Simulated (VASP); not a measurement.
# GaN: single point with b88 exchange, pbe correlation

GaN:

```
Ga N
1.0
     0.00000    2.20750    2.20750
     2.20750    0.00000    2.20750
     2.20750    2.20750    0.00000
Ga N
1 1
Cartesian
  0.0000 0.0000 0.0000
  1.1037 1.1037 1.1037
```

| Item | Value |
| --- | --- |
| Program | VASP 6.6.1 |
| Task | single point |
| Functional | b88 exchange, pbe correlation |
| Potentials or basis | VASP PAW PBE potentials, release 64 (Ga_d, N) |
| Cutoff | 600 eV |
| k mesh | 10 × 10 × 10 |
| Occupations | fermi-dirac, width 0.05 eV |
| Spin | no spin polarisation |
| Dipole correction | no |
| Further INCAR settings | ALGO = Normal; EDIFF = 1e-06; NBANDS = 16 |

```json
{
  "Pressure": "18.1 GPa",
  "Band gap on the k mesh": "2.13 eV"
}
```

Levels at points of the mesh, in eV from the valence-band top:
```csv
k point,band 7,band 8,band 9,band 10,band 11,band 12
"(0.00, 0.00, 0.00)",0.00,0.00,0.00,2.13,10.70,10.70
"(0.50, 0.00, 0.00)",-7.45,-1.05,-1.05,5.07,9.04,10.69
"(0.50, 0.50, 0.00)",-6.38,-2.92,-2.92,3.37,7.03,12.16
```

Wall time 30 s on 1 thread of Intel(R) Xeon(R) 6975P-C (Granite Rapids) (shared host), peak memory 0.16 GiB.

Caveat: the cell stands under pressure; the PAW data sets were made with another functional, which shifts forces and pressure a little.
